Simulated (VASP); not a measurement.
# MgCd3S4 (I4/mmm) in VASP: further runs, part 2 of 2

VASP 6.6.1. The steps go on from the part before.

## (3) Single point, PBE

This run uses another cell than the first one, of 22.93 Å³/atom.

INCAR reads:

```
SYSTEM = MgCd3S4
ALGO = Normal
EDIFF = 1E-7
ENCUT = 520
GGA = PE
ISIF = 2
ISMEAR = 0
LASPH = .TRUE.
LCHARG = .FALSE.
LREAL = .FALSE.
LWAVE = .FALSE.
NBANDS = 41
NELM = 80
PREC = Accurate
SIGMA = 0.1
```

KPOINTS reads:

```
k-points
0
G
  4 4 4
  0 0 0
```

POSCAR reads:

```
MgCd3S4
1.0
   -2.8409150000      2.8409150000      5.6818300000
    2.8409150000     -2.8409150000      5.6818300000
    2.8409150000      2.8409150000     -5.6818300000
Mg Cd S
1 3 4
Direct
    0.0000000000      0.0000000000      0.0000000000
    0.5000000000      0.5000000000      0.0000000000
    0.7500000000      0.2500000000      0.5000000000
    0.2500000000      0.7500000000      0.5000000000
    0.7500000000      0.7500000000      0.0000000000
    0.2500000000      0.2500000000      0.0000000000
    0.5000000000      0.0000000000      0.5000000000
    0.0000000000      0.5000000000      0.5000000000
```

Potentials or basis: VASP PAW PBE potentials, release 64 (Mg, Cd, S).

Command:

```console
> cat potpaw_PBE.64/Mg/POTCAR potpaw_PBE.64/Cd/POTCAR potpaw_PBE.64/S/POTCAR > POTCAR
> mpirun -np 1 vasp_std > vasp.out
```

OUTCAR:

```text
SYSTEM = MgCd3S4
   EDIFF = 1E-7
   ENCUT = 520
   GGA = PE
   ISIF = 2
   ISMEAR = 0
   LASPH = .TRUE.
   LREAL = .FALSE.
   NELM = 80
   PREC = Accurate

 ion  position               nearest neighbor table
   1  0.000  0.000  0.000-   5 2.84   6 2.84   7 2.84   8 2.84   8 2.84   7 2.84
   2  0.500  0.500  0.000-   5 2.84   6 2.84   7 2.84   8 2.84   7 2.84   8 2.84
   3  0.750  0.250  0.500-   5 2.84   6 2.84   7 2.84   8 2.84   5 2.84   6 2.84
   4  0.250  0.750  0.500-   5 2.84   6 2.84   7 2.84   8 2.84   6 2.84   5 2.84
   5  0.750  0.750  0.000-   1 2.84   2 2.84   3 2.84   4 2.84   3 2.84   4 2.84
   6  0.250  0.250  0.000-   1 2.84   2 2.84   3 2.84   4 2.84   4 2.84   3 2.84
   7  0.500  0.000  0.500-   1 2.84   2 2.84   3 2.84   4 2.84   2 2.84   1 2.84
   8  0.000  0.500  0.500-   1 2.84   2 2.84   3 2.84   4 2.84   1 2.84   2 2.84

  LATTYP: Found a body centered tetragonal cell.
 ALAT       =     5.6818300000
 C/A-ratio  =     2.0000000000

  Lattice vectors:

 A1 = (  -2.8409150000,   2.8409150000,   5.6818300000)
 A2 = (   2.8409150000,  -2.8409150000,   5.6818300000)
 A3 = (   2.8409150000,   2.8409150000,  -5.6818300000)

Analysis of symmetry for initial positions (statically):
=====================================================================
 Subroutine PRICEL returns:
 Original cell was already a primitive cell.

 Routine SETGRP: Setting up the symmetry group for a
 body centered tetragonal supercell.

 Subroutine GETGRP returns: Found 16 space group operations
 (whereof 16 operations were pure point group operations)
 out of a pool of 16 trial point group operations.

The static configuration has the point symmetry D_4h.

Analysis of symmetry for dynamics (positions and initial velocities):
=====================================================================
 Subroutine PRICEL returns:
 Original cell was already a primitive cell.

 Routine SETGRP: Setting up the symmetry group for a
 body centered tetragonal supercell.

 Subroutine GETGRP returns: Found 16 space group operations
 (whereof 16 operations were pure point group operations)
[... 129 lines left out ...]
   AEXX    =    0.0000 exact exchange contribution
   IVDW    =     0    specifies the selected vdW correction
   LEPSILON=     F    determine dielectric tensor
   LRPA    =     F    only Hartree local field effects (RPA)
 non-spin polarized calculation
 Gauss-broadening in eV      SIGMA  =   0.10
  energy-cutoff  :      520.00
  volume of cell :      183.43
 maximum number of plane-waves:      4966
 NGX is ok and might be reduce to    54
   NGX = 25   NGY = 25   NGZ = 25

 number of electron      61.9999994 magnetization

 Free energy of the ion-electron system (eV)
  ---------------------------------------------------
  ext. energy  EPLUGINS =         0.00000000
  ---------------------------------------------------
  free energy    TOTEN  =       -25.44134995 eV

  energy without entropy =      -25.44027759  energy(sigma->0) =      -25.44081377

 E-fermi :   2.0562     XC(G=0):  -9.5474

 val. band max:        1.9190236448   @ k =   0.5000   0.5000   0.0000
 cond. band min:       2.1433427158   @ k =   0.5000   0.5000   0.5000
 fundamental gap:      0.2243190710
 Fermi energy:         2.0562004413

 k-point     1 :       0.0000    0.0000    0.0000
  band No.  band energies     occupation
      1     -10.0980      2.00000
      2      -9.3429      2.00000
      3      -9.3220      2.00000
      4      -9.1729      2.00000
      5      -5.6071      2.00000
      6      -5.5893      2.00000
[... 561 lines left out ...]
     40       8.2488      0.00000
     41       9.0139      0.00000

------------------------ aborting loop because EDIFF is reached ----------------------------------------

  FORCE on cell =-STRESS in cart. coord.  units (eV):
  Direction    XX          YY          ZZ          XY          YZ          ZX
  --------------------------------------------------------------------------------------
  -------------------------------------------------------------------------------------
  Total       -7.8829341     -7.8829341     -7.8028693      0.0000000      0.0000000      0.0000000
  in kB      -68.8547292    -68.8547292    -68.1553898      0.0000000      0.0000000      0.0000000
  external PRESSURE =     -68.6216161 kB  Pullay stress =       0.0000000 kB

 VOLUME and BASIS-vectors are now :
 -----------------------------------------------------------------------------
  energy-cutoff  :      520.00
  volume of cell :      183.43
      direct lattice vectors                 reciprocal lattice vectors
    -2.840915000  2.840915000  5.681830000     0.000000000  0.175999634  0.087999817
     2.840915000 -2.840915000  5.681830000     0.175999634  0.000000000  0.087999817
     2.840915000  2.840915000 -5.681830000     0.175999634  0.175999634  0.000000000

 POSITION                                       TOTAL-FORCE (eV/Angst)
 -----------------------------------------------------------------------------------
      0.00000      0.00000      0.00000        -0.000000     -0.000000     -0.000000
      0.00000      0.00000      5.68183        -0.000000     -0.000000     -0.000000
     -0.00000      2.84091      2.84091        -0.000000     -0.000000     -0.000000
      2.84091     -0.00000      2.84091        -0.000000     -0.000000     -0.000000
      0.00000      0.00000      8.52275         0.000000      0.000000      0.242672
      0.00000      0.00000      2.84091        -0.000000     -0.000000     -0.242672
      0.00000      2.84091      0.00000        -0.000000     -0.000000     -0.000000
      2.84091      0.00000      0.00000        -0.000000     -0.000000     -0.000000
 -----------------------------------------------------------------------------------
    total drift:                                0.000000      0.000000      0.000000

  FREE ENERGIE OF THE ION-ELECTRON SYSTEM (eV)
  ---------------------------------------------------
  free  energy   TOTEN  =       -25.4413499497 eV

  energy  without entropy=      -25.4402775941  energy(sigma->0) =      -25.44081377
```

OSZICAR:

```text
N       E                     dE             d eps       ncg     rms          rms(c)
DAV:   1     0.408555211030E+03    0.40856E+03   -0.29133E+04  1090   0.137E+03
DAV:   2     0.147773299147E+01   -0.40708E+03   -0.38749E+03  1209   0.325E+02
DAV:   3    -0.275016537762E+02   -0.28979E+02   -0.28700E+02  1252   0.834E+01
DAV:   4    -0.279254060671E+02   -0.42375E+00   -0.42334E+00  1242   0.990E+00
DAV:   5    -0.279330986007E+02   -0.76925E-02   -0.76913E-02  1321   0.126E+00    0.107E+01
DAV:   6    -0.255322689895E+02    0.24008E+01   -0.52634E+00  1236   0.147E+01    0.940E+00
DAV:   7    -0.254536582342E+02    0.78611E-01   -0.12203E+00  1266   0.467E+00    0.539E+00
DAV:   8    -0.254459623993E+02    0.76958E-02   -0.11932E-01  1175   0.249E+00    0.476E-01
DAV:   9    -0.254408471170E+02    0.51153E-02   -0.24984E-02  1266   0.117E+00    0.149E-01
DAV:  10    -0.254412604483E+02   -0.41333E-03   -0.24220E-03  1238   0.290E-01    0.154E-01
DAV:  11    -0.254413620897E+02   -0.10164E-03   -0.19782E-04  1236   0.643E-02    0.932E-02
DAV:  12    -0.254413504144E+02    0.11675E-04   -0.11734E-04  1261   0.447E-02    0.131E-02
DAV:  13    -0.254413500197E+02    0.39474E-06   -0.76694E-06  1272   0.139E-02    0.816E-03
DAV:  14    -0.254413499497E+02    0.69963E-07   -0.38113E-07  1162   0.340E-03
   1 F= -.25441350E+02 E0= -.25440814E+02  d E =-.107236E-02
```

stdout:

```text
POSCAR found type information on POSCAR MgCdS
 POSCAR found :  3 types and       8 ions
 scaLAPACK will be used
 LDA part: xc-table for (Slater+PW92), standard interpolation
 POSCAR, INCAR and KPOINTS ok, starting setup
 FFT: planning ... GRIDC
 FFT: planning ... GRID_SOFT
 FFT: planning ... GRID
 WAVECAR not read
 entering main loop
```

Wall time 84 s (1 thread of Intel Xeon 6975P-C (Granite Rapids), shared host); peak memory 0.44 GiB.

Results:

```yaml
Free_energy: -25.4413 eV
Pressure: -6.9 GPa
Largest_force: 0.243 eV/Å
Band_gap_on_the_k_mesh: 0.22 eV (least direct gap 0.83 eV)
```

Forces in eV/Å, atoms in the order of the input:
```
Mg   0.000  0.000  0.000
Cd   0.000  0.000  0.000
Cd   0.000  0.000  0.000
Cd   0.000  0.000  0.000
S    0.000  0.000  0.243
S    0.000  0.000 -0.243
S    0.000  0.000  0.000
S    0.000  0.000  0.000
```

Levels at points of the mesh, in eV from the valence-band top:
| k point | band 29 | band 30 | band 31 | band 32 | band 33 | band 34 |
| --- | --- | --- | --- | --- | --- | --- |
| (0.00, 0.00, 0.00) | -0.49 | -0.49 | -0.49 | 0.33 | 0.92 | 3.04 |
| (0.50, 0.00, 0.00) | -1.07 | -0.58 | -0.39 | 3.28 | 3.29 | 3.38 |
| (0.50, 0.50, 0.00) | -0.04 | -0.03 | 0.00 | 3.60 | 3.63 | 4.24 |
| (0.50, 0.50, 0.50) | -1.13 | -1.03 | -1.03 | 0.22 | 0.88 | 2.74 |

Caveat: the cell stands under tension; semilocal functionals underestimate gaps, and a narrow one can read as zero. A k mesh can miss the band edges.

## (4) Relaxation of cell and atoms, PBE

This run uses another cell than the first one, of 22.93 Å³/atom.

INCAR reads:

```
SYSTEM = MgCd3S4
PREC = Accurate
ENCUT = 600
EDIFF = 1E-6
ISMEAR = 0
SIGMA = 0.1
LREAL = .False.
LASPH = .True.
NELM = 60
ALGO = Normal
ISIF = 3
LWAVE = .False.
LCHARG = .False.
GGA = PE
IBRION = 2
NSW = 90
EDIFFG = -0.04
```

KPOINTS reads:

```
Automatic mesh
0
Gamma
  4 4 4
  0 0 0
```

POSCAR is that of step 3.

Command:

```console
> cat potpaw_PBE.64/Mg/POTCAR potpaw_PBE.64/Cd/POTCAR potpaw_PBE.64/S/POTCAR > POTCAR
> mpirun -np 1 vasp_std > vasp.out
```

Run time: 8.2 min. Hardware: 1 thread of Intel Xeon 6975P-C (Granite Rapids), shared host; peak memory 0.5 GiB.

Results (log left out):

```yaml
Free_energy: -26.0021 eV
Relaxed_volume: 20.20 Å³/atom
Relaxed_cell: a = 6.674 Å, b = 6.674 Å, c = 6.674 Å, α = 131.87°, β = 131.87°, γ = 70.44°
Space_group_after_relaxing_to_0.1_Å: I4/mmm (No. 139)
Energy_gained_by_relaxing: 70.1 meV/atom
Ionic_steps: 8
Pressure_after_relaxing: 0.0 GPa
Largest_force_after_relaxing: 0.004 eV/Å
Band_gap_on_the_k_mesh: 0.25 eV (least direct gap 1.15 eV)
```

Forces on the atoms (eV/Å):
```
Mg   0.000  0.000  0.000
Cd   0.000  0.000  0.000
Cd   0.000  0.000  0.000
Cd   0.000  0.000  0.000
S    0.000  0.000  0.004
S    0.000  0.000 -0.004
S    0.000  0.000  0.000
S    0.000  0.000  0.000
```

Stress tensor (GPa, compression positive):
```
-0.06  0.00  0.00
 0.00 -0.06  0.00
 0.00  0.00  0.06
```

The path:
| step | energy change (eV) | largest force (eV/Å) | pressure (GPa) | volume (Å³) |
| --- | --- | --- | --- | --- |
| 1 | 0.0000 | 0.2427 | -6.88 | 183.43 |
| 2 | -0.5169 | 0.3616 | 1.53 | 158.49 |
| 3 | -0.5310 | 0.3438 | 0.10 | 161.53 |
| 4 | -0.5309 | 0.3413 | -0.10 | 161.95 |
| 5 | -0.5408 | 0.2791 | -0.10 | 161.88 |
| 6 | -0.5587 | 0.0944 | -0.06 | 161.67 |
| 7 | -0.5395 | 0.3072 | 0.21 | 161.25 |
| 8 | -0.5609 | 0.0038 | -0.02 | 161.57 |

Final structure:
```
Mg Cd S
1.0
    -2.72182    2.72182    5.45241
     2.72182   -2.72182    5.45241
     2.72182    2.72182   -5.45241
Mg Cd S
1 3 4
Direct
  0.00000 0.00000 0.00000
  0.50000 0.50000 0.00000
  0.75000 0.25000 0.50000
  0.25000 0.75000 0.50000
  0.75877 0.75877 0.00000
  0.24123 0.24123 0.00000
  0.50000 0.00000 0.50000
  0.00000 0.50000 0.50000
```

Levels at points of the mesh, in eV from the valence-band top:
```
           k point  band 27  band 28  band 29  band 30  band 31  band 32  band 33  band 34  band 35  band 36
(0.00, 0.00, 0.00)    -2.14    -2.14    -0.71    -0.71    -0.71     0.44     1.21     3.45     4.00     5.46
(0.50, 0.00, 0.00)    -1.60    -1.56    -1.50    -0.74    -0.59     3.50     3.64     3.85     4.54     5.77
(0.50, 0.50, 0.00)    -0.61    -0.14    -0.08    -0.03     0.00     3.53     3.61     4.52     4.54     5.48
(0.50, 0.50, 0.50)    -2.06    -1.50    -1.50    -1.35    -1.35     0.25     0.79     3.13     3.68     5.51
```

Caveat: semilocal functionals underestimate gaps, and a narrow one can read as zero.

## (5) Summary

| task | cell | cutoff (eV) | gap on the mesh (eV) | pressure (GPa) | largest force (eV/Å) |
| --- | --- | --- | --- | --- | --- |
| single point | a = 6.665 Å, angles 131.8, 131.8, 70.5°, 8 atoms, atomic positions A | 520 | 0.24 | 0.2 | 0.03 |
| single point | a = 6.959 Å, angles 131.8, 131.8, 70.5°, 8 atoms, atomic positions B | 520 | 0.22 | -6.9 | 0.24 |
| relaxation of cell and atoms | relaxed from a = 6.959 Å, angles 131.8, 131.8, 70.5°, 8 atoms, atomic positions B | 600 | 0.25 | 0.0 | - |

Alike in all rows: level PBE; potentials or basis VASP PAW PBE potentials, release 64 (Mg, Cd, S); no spin polarisation; k mesh 4 × 4 × 4; smearing gaussian 0.1 eV.

Caveats: semilocal functionals underestimate gaps, and a narrow one can read as zero; the cell stands under tension (at least some runs).

Absolute energies hang on the potentials; compare differences alone.
